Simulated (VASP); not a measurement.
# Mn (P6_3/mmc) in VASP: single point with revPBE

Aim: the single point of Mn with revPBE.

All numbers are computed with VASP 6.6.1; they aren't measurements. Logs are shortened: lines on timing, memory, paths and dates and some standing lists are left out, and cuts for length are marked.

## Step 1: The cell of the first run

Symmetry: P6_3/mmc, No. 194, hexagonal system. Conventional cell: a = 2.397 Å, b = 2.397 Å, c = 7.773 Å, α = 90.00°, β = 90.00°, γ = 120.00°. Mn (site symmetry -3m) has 12 Mn at 2.39 to 2.40 Å within 3.2 Å. Within 3.2 Å of Mn (site symmetry -6m2) lie 12 Mn at 2.39 to 2.40 Å.

## Step 2: Single point, revPBE, collinear spin, ferrimagnetic start (volume scaled by 0.88)

The input, INCAR:

```
ALGO = Normal ; EDIFF = 1E-7
ENCUT = 520 ; GGA = RE
ISIF = 2 ; ISMEAR = -1
ISPIN = 2 ; LASPH = True
LCHARG = False ; LMAXMIX = 4
LORBIT = 11 ; LREAL = False
LWAVE = False ; MAGMOM = 0.802 0.802 -0.714 -0.714
NBANDS = 38 ; NELM = 150
PREC = Accurate ; SIGMA = 0.05
```

The input, KPOINTS:

```
k-points
0
Gamma
  16 16 5
```

The input, POSCAR:

```
Mn
1.0
    2.3966964736      0.0000000000      0.0000000000
   -1.1983482368      2.0756000313      0.0000000000
    0.0000000000      0.0000000000      7.7731606717
Mn
4
Direct
    1.0000000000      0.0000000000      1.0000000000
    1.0000000000      0.0000000000      0.5000000000
    0.3333333333      0.6666666667      0.2500000000
    0.6666666667      0.3333333333      0.7500000000
```

Potentials or basis: VASP PAW PBE potentials, release 64 (Mn_pv).

Launch:

```bash
$ cat potpaw_PBE.64/Mn_pv/POTCAR > POTCAR
$ mpirun -np 1 vasp_std > vasp.out
```

OUTCAR:

```text
EDIFF = 1E-7
   ENCUT = 520
   GGA = RE
   ISIF = 2
   ISMEAR = -1
   ISPIN = 2
   LASPH = True
   LORBIT = 11
   LREAL = False
   NELM = 150
   PREC = Accurate

 ion  position               nearest neighbor table
   1  0.000  0.000  0.000-   3 2.39   4 2.39   4 2.39   3 2.39   4 2.39   3 2.39
   2  0.000  0.000  0.500-   3 2.39   4 2.39   4 2.39   3 2.39   4 2.39   3 2.39
   3  0.333  0.667  0.250-   1 2.39   2 2.39   1 2.39   2 2.39   1 2.39   2 2.39
   4  0.667  0.333  0.750-   1 2.39   2 2.39   1 2.39   2 2.39   1 2.39   2 2.39

  LATTYP: Found a hexagonal cell.
 ALAT       =     2.3966964736
 C/A-ratio  =     3.2432812237

  Lattice vectors:

 A1 = (   2.3966964736,   0.0000000000,   0.0000000000)
 A2 = (  -1.1983482368,   2.0756000313,   0.0000000000)
 A3 = (   0.0000000000,   0.0000000000,   7.7731606717)

Analysis of symmetry for initial positions (statically):
=====================================================================
 Subroutine PRICEL returns:
 Original cell was already a primitive cell.

 Routine SETGRP: Setting up the symmetry group for a
 hexagonal supercell.

 Subroutine GETGRP returns: Found 24 space group operations
 (whereof 12 operations were pure point group operations)
 out of a pool of 24 trial point group operations.

The static configuration has the point symmetry D_3d.
 The point group associated with its full space group is D_6h.

Analysis of symmetry for dynamics (positions and initial velocities):
=====================================================================
 Subroutine PRICEL returns:
 Original cell was already a primitive cell.

 Routine SETGRP: Setting up the symmetry group for a
 hexagonal supercell.

 Subroutine GETGRP returns: Found 24 space group operations
 (whereof 12 operations were pure point group operations)
 out of a pool of 24 trial point group operations.

The dynamic configuration has the point symmetry D_3d.
 The point group associated with its full space group is D_6h.

Analysis of structural, dynamic, and magnetic symmetry:
=====================================================================
 Subroutine PRICEL returns:
 Original cell was already a primitive cell.

 Routine SETGRP: Setting up the symmetry group for a
 hexagonal supercell.

 Subroutine GETGRP returns: Found 24 space group operations
 (whereof 12 operations were pure point group operations)
 out of a pool of 24 trial point group operations.

The overall configuration has the point symmetry D_3d.
 The point group associated with its full space group is D_6h.

 Subroutine INISYM returns: Found 24 space group operations
 (whereof 12 operations are pure point group operations),
 and found     1 'primitive' translations

----------------------------------------------------------------------------------------

                                     Primitive cell

  volume of cell :      38.6682

  direct lattice vectors                    reciprocal lattice vectors
     2.396696474  0.000000000  0.000000000     0.417240986  0.240894196  0.000000000
    -1.198348237  2.075600031  0.000000000     0.000000000  0.481788391  0.000000000
     0.000000000  0.000000000  7.773160672     0.000000000  0.000000000  0.128647797

  length of vectors
     2.396696474  2.396696474  7.773160672     0.481788391  0.481788391  0.128647797

  position of ions in fractional coordinates (direct lattice)
     0.000000000  0.000000000  0.000000000
     0.000000000  0.000000000  0.500000000
     0.333333333  0.666666667  0.250000000
     0.666666667  0.333333333  0.750000000

  ion indices of the primitive-cell ions
   primitive index   ion index
                 1           1
                 2           2
                 3           3
                 4           4

----------------------------------------------------------------------------------------

 KPOINTS: k-points

Automatic generation of k-mesh.
 Grid dimensions read from file:
 generate k-points for:   16   16    5

 Generating k-lattice:

  Cartesian coordinates                     Fractional coordinates (reciprocal lattice)
     0.026077562  0.015055887  0.000000000     0.062500000  0.000000000  0.000000000
     0.000000000  0.030111774  0.000000000     0.000000000  0.062500000  0.000000000
     0.000000000  0.000000000  0.025729559     0.000000000  0.000000000  0.200000000

  Length of vectors
     0.030111774  0.030111774  0.025729559

  Shift w.r.t. Gamma in fractional coordinates (k-lattice)
     0.000000000  0.000000000  0.000000000

 Subroutine IBZKPT returns following result:
 ===========================================

 Found     90 irreducible k-points:

 Following reciprocal coordinates:
            Coordinates               Weight
  0.000000  0.000000  0.000000      1.000000
  0.062500 -0.000000  0.000000      6.000000
  0.125000 -0.000000  0.000000      6.000000
  0.187500 -0.000000  0.000000      6.000000
  0.250000 -0.000000  0.000000      6.000000
  0.312500  0.000000  0.000000      6.000000
[... 16 lines left out ...]
  0.187500  0.187500  0.000000      6.000000
  0.250000  0.187500  0.000000     12.000000
 [... further k-points ...]
   k-points           NKPTS =     90   k-points in BZ     NKDIM =     90   number of bands    NBANDS=     38
   number of dos      NEDOS =    301   number of ions     NIONS =      4
   total plane-waves  NPLWV =  19440
   dimension x,y,z NGX =    18 NGY =   18 NGZ =   60
   dimension x,y,z NGXF=    36 NGYF=   36 NGZF=  120
   ions per type =               4
   NGX,Y,Z   is equivalent  to a cutoff of  12.49, 12.49, 12.83 a.u.
   NGXF,Y,Z  is equivalent  to a cutoff of  24.97, 24.97, 25.66 a.u.
 SYSTEM =  unknown system
   PREC   = accura    normal or accurate (medium, high low for compatibility)
   ISTART =      0    job   : 0-new  1-cont  2-samecut
   ICHARG =      2    charge: 1-file 2-atom 10-const
   ISPIN  =      2    spin polarized calculation?
   LNONCOLLINEAR =      F non collinear calculations
   LSORBIT =      F    spin-orbit coupling
   LASPH  =      T    aspherical Exc in radial PAW
   ENCUT  =  520.0 eV  38.22 Ry    6.18 a.u.   4.46  4.46 14.45*2*pi/ulx,y,z
   NELM   =    150;   NELMIN=  2; NELMDL= -5     # of ELM steps
   EDIFF  = 0.1E-06   stopping-criterion for ELM
   LREAL  =      F    real-space projection
   EDIFFG = 0.1E-05   stopping-criterion for IOM
   NSW    =      0    number of steps for IOM
   IBRION =     -1    ionic relax: 0-MD 1-quasi-New 2-CG
   NFREE  =      0    steps in history (QN), initial steepest desc. (CG)
   ISIF   =      2    stress and relaxation
   ISYM   =      2    0-nonsym 1-usesym 2-fastsym
   POTIM  = 0.5000    time-step for ionic-motion
   TEBEG  =    0.0;   TEEND  =   0.0 temperature during run
   PSTRESS=    0.0 pullay stress
   NELECT =      52.0000    total number of electrons
   NUPDOWN=      -1.0000    fix difference up-down
   EMIN   =  10.00;   EMAX   =-10.00  energy-range for DOS
   EFERMI =   0.00;   METHOD = LEGACY
   ISMEAR =    -1;   SIGMA  =   0.05  broadening in eV -4-tet -1-fermi 0-gaus
   EFERMI_NEDOS =   21; number of points for ismear=-14 and -15
   IALGO  =     38    algorithm
   IMIX   =      4    mixing-type and parameters
     AMIX     =   0.40;   BMIX     =  1.00
     AMIX_MAG =   1.60;   BMIX_MAG =  1.00
  volume/ion in A,a.u.               =       9.67        65.24
  Fermi-wavevector in a.u.,A,eV,Ry     =   1.806999  3.414732 44.426343  3.265244
  Thomas-Fermi vector in A             =   2.866374
   LORBIT       =     11    0 simple, 1 ext, 2 COOP (PROOUT), +10 PAW based schemes
   GGA     = RE    functional components
   LHFCALC =     F    Hartree Fock is set to
   AEXX    =    0.0000 exact exchange contribution
   IVDW    =     0    specifies the selected vdW correction
   LEPSILON=     F    determine dielectric tensor
   LRPA    =     F    only Hartree local field effects (RPA)
 spin polarized calculation
  energy-cutoff  :      520.00
  volume of cell :       38.67
 maximum number of plane-waves:      1067
 NGX is ok and might be reduce to    18
   NGX =  9   NGY =  9   NGZ = 29

 number of electron      51.9999959 magnetization       0.0000092

 Free energy of the ion-electron system (eV)
  ---------------------------------------------------
  ext. energy  EPLUGINS =         0.00000000
  ---------------------------------------------------
  free energy    TOTEN  =       -33.52147469 eV

  energy without entropy =      -33.48558039  energy(sigma->0) =      -33.50352754

 E-fermi :  12.0935     XC(G=0): -14.5846

 val. band max:       12.0810862486   @ k =   0.2500  -0.0000   0.2000
 cond. band min:      12.0966974022   @ k =   0.3125   0.2500   0.0000
 fundamental gap:      0.0156111536
 Fermi energy:        12.0934873188

 spin component 1

 k-point     1 :       0.0000    0.0000    0.0000
  band No.  band energies     occupation
      1     -36.5217      1.00000
      2     -36.0347      1.00000
      3     -35.9478      1.00000
      4     -35.5730      1.00000
      5     -35.5730      1.00000
      6     -35.5060      1.00000
[... 30 lines left out ...]
     37      22.5750      0.00000
     38      29.9350      0.00000
[... 941 lines left out ...]
     37      22.7987      0.00000
     38      24.9551      0.00000

 [... further k-points ...]

 spin component 2

 k-point     1 :       0.0000    0.0000    0.0000
  band No.  band energies     occupation
      1     -36.5217      1.00000
      2     -36.0346      1.00000
      3     -35.9478      1.00000
      4     -35.5730      1.00000
      5     -35.5730      1.00000
      6     -35.5060      1.00000
[... 30 lines left out ...]
     37      22.5750      0.00000
     38      29.9350      0.00000
[... 941 lines left out ...]
     37      22.7987      0.00000
     38      24.9551      0.00000

 [... further k-points ...]
[... 5 lines left out ...]
  --------------------------------------------------------------------------------------
  -------------------------------------------------------------------------------------
  Total        9.9670022      9.9670022      9.5098575      0.0000000     -0.0000000      0.0000000
  in kB      412.9721711    412.9721711    394.0308633      0.0000000     -0.0000000      0.0000000
  external PRESSURE =     406.6584018 kB  Pullay stress =       0.0000000 kB

 VOLUME and BASIS-vectors are now :
 -----------------------------------------------------------------------------
  energy-cutoff  :      520.00
  volume of cell :       38.67
      direct lattice vectors                 reciprocal lattice vectors
     2.396696474  0.000000000  0.000000000     0.417240986  0.240894196  0.000000000
    -1.198348237  2.075600031  0.000000000     0.000000000  0.481788391  0.000000000
     0.000000000  0.000000000  7.773160672     0.000000000  0.000000000  0.128647797

 POSITION                                       TOTAL-FORCE (eV/Angst)
 -----------------------------------------------------------------------------------
      0.00000      0.00000      0.00000        -0.000000      0.000000     -0.000000
      0.00000      0.00000      3.88658        -0.000000      0.000000     -0.000000
     -0.00000      1.38373      1.94329        -0.000000      0.000000      0.000000
      1.19835      0.69187      5.82987         0.000000     -0.000000     -0.000000
 -----------------------------------------------------------------------------------
    total drift:                                0.000000     -0.000000      0.000000

  FREE ENERGIE OF THE ION-ELECTRON SYSTEM (eV)
  ---------------------------------------------------
  free  energy   TOTEN  =       -33.5214746866 eV

  energy  without entropy=      -33.4855803877  energy(sigma->0) =      -33.50352754

 total charge

# of ion       s       p       d       tot
------------------------------------------
    1        0.472   6.474   5.276  12.222
    2        0.472   6.474   5.276  12.222
    3        0.473   6.475   5.262  12.210
    4        0.473   6.475   5.262  12.210
--------------------------------------------------
tot          1.890  25.898  21.076  48.863

 magnetization (x)

# of ion       s       p       d       tot
------------------------------------------
    1        0.000   0.000  -0.000  -0.000
    2        0.000   0.000  -0.000  -0.000
    3       -0.000  -0.000   0.000   0.000
    4       -0.000  -0.000   0.000   0.000
--------------------------------------------------
tot         -0.000   0.000   0.000   0.000
```

Run time: 5.5 min. Hardware: 1 thread of Intel Xeon Platinum 8259CL at 2.50GHz (Skylake/Cascade Lake), shared host; peak memory 0.29 GiB.

Results:

| Item | Value |
| --- | --- |
| Free energy | -33.5215 eV |
| Pressure | 40.7 GPa |
| Band gap on the k mesh | zero (filled and empty bands overlap) |
| Net moment | 0.00 μB per cell |
| Valence electrons inside the program's atomic spheres | Mn 12.22, 12.21 |

Stress tensor (GPa, compression positive):
```
41.30  0.00  0.00
 0.00 41.30  0.00
 0.00  0.00 39.40
```

Caveat: the PAW data sets were made with another functional, which shifts forces and pressure a little.
